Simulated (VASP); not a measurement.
# B (Im-3m) in VASP: further runs, part 2 of 2

VASP 6.6.1. The steps go on from the part before.

### Step 5. Single point, PBEsol (volume scaled by 0.96)

INCAR reads:

```
SYSTEM = B
PREC = Accurate
ENCUT = 520
EDIFF = 1E-6
ISMEAR = -1
SIGMA = 0.1
LREAL = .FALSE.
LASPH = .TRUE.
NELM = 80
ALGO = Normal
ISIF = 2
LWAVE = .FALSE.
LCHARG = .FALSE.
GGA = PS
NBANDS = 8
```

KPOINTS reads:

```
Automatic mesh
0
G
  21 21 21
  0 0 0
```

POSCAR reads:

```
B
1.0
   -1.1335450906      1.1335450906      1.1335450906
    1.1335450906     -1.1335450906      1.1335450906
    1.1335450906      1.1335450906     -1.1335450906
B
1
Direct
    0.0000000000      0.0000000000      0.0000000000
```

Command:

```console
$ cat potpaw_PBE.64/B/POTCAR > POTCAR
$ mpirun -np 1 vasp_std > vasp.out
```

Run time: 3.6 s. Hardware: 1 thread of Intel Xeon Platinum 8488C (Sapphire Rapids), shared host; peak memory 0.11 GiB.

It converged, with:

| Property | Result |
| --- | --- |
| Free energy | -5.3886 eV |
| Pressure | 10.7 GPa |

Levels at points of the mesh, in eV from the Fermi level:
```tsv
k point	band 1	band 2	band 3	band 4	band 5	band 6
(0.00, 0.00, 0.00)	-19.27	16.32	16.32	16.32	34.86	34.86
```

Caveat: the PAW data sets were made with another functional, which shifts forces and pressure a little.

### Step 6. Single point, PBEsol

INCAR reads:

```
SYSTEM = B
  PREC = Accurate
  ENCUT = 520
  EDIFF = 1E-6
  ISMEAR = -1
  SIGMA = 0.1
  LREAL = .FALSE.
  LASPH = .TRUE.
  NELM = 100
  ALGO = Normal
  ISIF = 2
  LWAVE = .FALSE.
  LCHARG = .FALSE.
  GGA = PS
  NBANDS = 8
```

KPOINTS reads:

```
regular mesh
0
G
  21 21 21
  0 0 0
```

POSCAR reads:

```
B
1.0
   -1.1490750354      1.1490750354      1.1490750354
    1.1490750354     -1.1490750354      1.1490750354
    1.1490750354      1.1490750354     -1.1490750354
B
1
Direct
    0.0000000000      0.0000000000      0.0000000000
```

Potentials or basis: VASP PAW PBE potentials, release 64 (B).

Command:

```console
$ cat potpaw_PBE.64/B/POTCAR > POTCAR
$ mpirun -np 1 vasp_std > vasp.out
```

OUTCAR:

```text
SYSTEM = B
   PREC = Accurate
   ENCUT = 520
   EDIFF = 1E-6
   ISMEAR = -1
   LREAL = .FALSE.
   LASPH = .TRUE.
   NELM = 100
   ISIF = 2
   GGA = PS

 ion  position               nearest neighbor table
   1  0.000  0.000  0.000-

  LATTYP: Found a body centered cubic cell.
 ALAT       =     2.2981500708

  Lattice vectors:

 A1 = (  -1.1490750354,   1.1490750354,   1.1490750354)
 A2 = (   1.1490750354,  -1.1490750354,   1.1490750354)
 A3 = (   1.1490750354,   1.1490750354,  -1.1490750354)

Analysis of symmetry for initial positions (statically):
=====================================================================
 Subroutine PRICEL returns:
 Original cell was already a primitive cell.

 Routine SETGRP: Setting up the symmetry group for a
 body centered cubic supercell.

 Subroutine GETGRP returns: Found 48 space group operations
 (whereof 48 operations were pure point group operations)
 out of a pool of 48 trial point group operations.

The static configuration has the point symmetry O_h .

Analysis of symmetry for dynamics (positions and initial velocities):
=====================================================================
 Subroutine PRICEL returns:
 Original cell was already a primitive cell.

 Routine SETGRP: Setting up the symmetry group for a
 body centered cubic supercell.

 Subroutine GETGRP returns: Found 48 space group operations
 (whereof 48 operations were pure point group operations)
 out of a pool of 48 trial point group operations.

The dynamic configuration has the point symmetry O_h .

 Subroutine INISYM returns: Found 48 space group operations
 (whereof 48 operations are pure point group operations),
 and found     1 'primitive' translations

----------------------------------------------------------------------------------------

                                     Primitive cell

  volume of cell :       6.0688

[... 100 lines left out ...]
   EFERMI =   0.00;   METHOD = LEGACY
   ISMEAR =    -1;   SIGMA  =   0.10  broadening in eV -4-tet -1-fermi 0-gaus
   EFERMI_NEDOS =   21; number of points for ismear=-14 and -15
   IALGO  =     38    algorithm
   IMIX   =      4    mixing-type and parameters
     AMIX     =   0.40;   BMIX     =  1.00
     AMIX_MAG =   1.60;   BMIX_MAG =  1.00
  volume/ion in A,a.u.               =       6.07        40.95
  Fermi-wavevector in a.u.,A,eV,Ry     =   1.294435  2.446127 22.797399  1.675562
  Thomas-Fermi vector in A             =   2.426018
   LORBIT       =      0    0 simple, 1 ext, 2 COOP (PROOUT), +10 PAW based schemes
   GGA     = PS    functional components
   LHFCALC =     F    Hartree Fock is set to
   AEXX    =    0.0000 exact exchange contribution
   IVDW    =     0    specifies the selected vdW correction
   LEPSILON=     F    determine dielectric tensor
   LRPA    =     F    only Hartree local field effects (RPA)
 non-spin polarized calculation
  energy-cutoff  :      520.00
  volume of cell :        6.07
 maximum number of plane-waves:       177
   NGX =  7   NGY =  7   NGZ =  7

 number of electron       3.0000000 magnetization

 Free energy of the ion-electron system (eV)
  ---------------------------------------------------
  ext. energy  EPLUGINS =         0.00000000
  ---------------------------------------------------
  free energy    TOTEN  =        -5.39677059 eV

  energy without entropy =       -5.38937663  energy(sigma->0) =       -5.39307361

 E-fermi :  10.1264     XC(G=0): -12.9210

 val. band max:       10.1233358194   @ k =   0.2857   0.2857   0.1429
 cond. band min:      10.1586853848   @ k =  -0.3810   0.4762   0.2857
 fundamental gap:      0.0353495653
 Fermi energy:        10.1263912788

 k-point     1 :       0.0000    0.0000    0.0000
  band No.  band energies     occupation
      1      -8.6499      2.00000
      2      25.8598      0.00000
      3      25.8598      0.00000
      4      25.8598      0.00000
      5      44.1771      0.00000
      6      44.1771      0.00000
      7      44.1771      0.00000
      8      47.9781      0.00000
[... 243 lines left out ...]
 k-point    24 :       0.1905    0.0952    0.0000
  band No.  band energies     occupation
      1      -5.7687      2.00000
      2      18.0386      0.00000
      3      20.6120      0.00000
      4      23.5422      0.00000
      5      36.5825      0.00000
      6      37.0533      0.00000
      7      45.1429      0.00000
      8      51.3880      0.00000

 [... further k-points ...]
[... 5 lines left out ...]
  --------------------------------------------------------------------------------------
  -------------------------------------------------------------------------------------
  Total        0.0027192      0.0027192      0.0027192     -0.0000000     -0.0000000     -0.0000000
  in kB        0.7178780      0.7178780      0.7178780     -0.0000000     -0.0000000     -0.0000000
  external PRESSURE =       0.7178780 kB  Pullay stress =       0.0000000 kB

 VOLUME and BASIS-vectors are now :
 -----------------------------------------------------------------------------
  energy-cutoff  :      520.00
  volume of cell :        6.07
      direct lattice vectors                 reciprocal lattice vectors
    -1.149075035  1.149075035  1.149075035     0.000000000  0.435132593  0.435132593
     1.149075035 -1.149075035  1.149075035     0.435132593  0.000000000  0.435132593
     1.149075035  1.149075035 -1.149075035     0.435132593  0.435132593  0.000000000

 POSITION                                       TOTAL-FORCE (eV/Angst)
 -----------------------------------------------------------------------------------
      0.00000      0.00000      0.00000         0.000000     -0.000000      0.000000
 -----------------------------------------------------------------------------------
    total drift:                               -0.000000     -0.000000     -0.000000

  FREE ENERGIE OF THE ION-ELECTRON SYSTEM (eV)
  ---------------------------------------------------
  free  energy   TOTEN  =        -5.3967705950 eV

  energy  without entropy=       -5.3893766296  energy(sigma->0) =       -5.39307361
```

OSZICAR:

```text
N       E                     dE             d eps       ncg     rms          rms(c)
DAV:   1    -0.346030389976E+01   -0.34603E+01   -0.15671E+03  5120   0.297E+02
DAV:   2    -0.539949276398E+01   -0.19392E+01   -0.18886E+01  6152   0.339E+01
DAV:   3    -0.540151187435E+01   -0.20191E-02   -0.20190E-02  5000   0.117E+00
DAV:   4    -0.540151194259E+01   -0.68234E-07   -0.68344E-07  6592   0.656E-03
DAV:   5    -0.540151194192E+01    0.66495E-09   -0.28884E-11  5024   0.240E-05    0.157E+00
DAV:   6    -0.539843918184E+01    0.30728E-02   -0.23501E-04  5192   0.128E-01    0.930E-01
DAV:   7    -0.539677040381E+01    0.16688E-02   -0.59114E-04  5064   0.204E-01    0.229E-02
DAV:   8    -0.539677059497E+01   -0.19116E-06   -0.15626E-06  5096   0.103E-02
   1 F= -.53967706E+01 E0= -.53930736E+01  d E =-.739397E-02
```

stdout:

```text
POSCAR found type information on POSCAR B
 POSCAR found :  1 types and       1 ions
 scaLAPACK will be used
 -----------------------------------------------------------------------------
|                                                                             |
|                                                                             |
|     You enforced a specific xc type in the INCAR file but a different       |
|     I HOPE YOU KNOW WHAT YOU ARE DOING!                                     |
|                                                                             |
 -----------------------------------------------------------------------------

 LDA part: xc-table for (Slater+PW92), standard interpolation
 POSCAR, INCAR and KPOINTS ok, starting setup
 FFT: planning ... GRIDC
 FFT: planning ... GRID_SOFT
 FFT: planning ... GRID
 WAVECAR not read
 entering main loop
```

It took 3.6 s on 1 thread of Intel Xeon Platinum 8488C (Sapphire Rapids), shared host; peak memory 0.11 GiB.

What came out:

```yaml
Free_energy: -5.3968 eV
Pressure: 0.1 GPa
```

Caveat: the PAW data sets were made with another functional, which shifts forces and pressure a little.

### Step 7. The runs side by side

```tsv
cell	k mesh	gap on the mesh (eV)	pressure (GPa)
a = 1.990 Å, angles 109.5°, 1 atom	18 × 18 × 18	none	0.2
a = 1.907 Å, angles 109.5°, 1 atom	21 × 21 × 21	none	39.5
a = 1.936 Å, angles 109.5°, 1 atom	21 × 21 × 21	none	23.7
a = 1.963 Å, angles 109.5°, 1 atom	21 × 21 × 21	none	10.7
a = 1.990 Å, angles 109.5°, 1 atom	21 × 21 × 21	none	0.1
```

Alike in all rows: task single point; level PBEsol; potentials or basis VASP PAW PBE potentials, release 64 (B); no spin polarisation; cutoff (eV) 520; smearing fermi-dirac 0.1 eV.

Caveats: the PAW data sets were made with another functional, which shifts forces and pressure a little.

Total energies depend on the potentials used, so only differences within one code and one set of settings carry meaning.
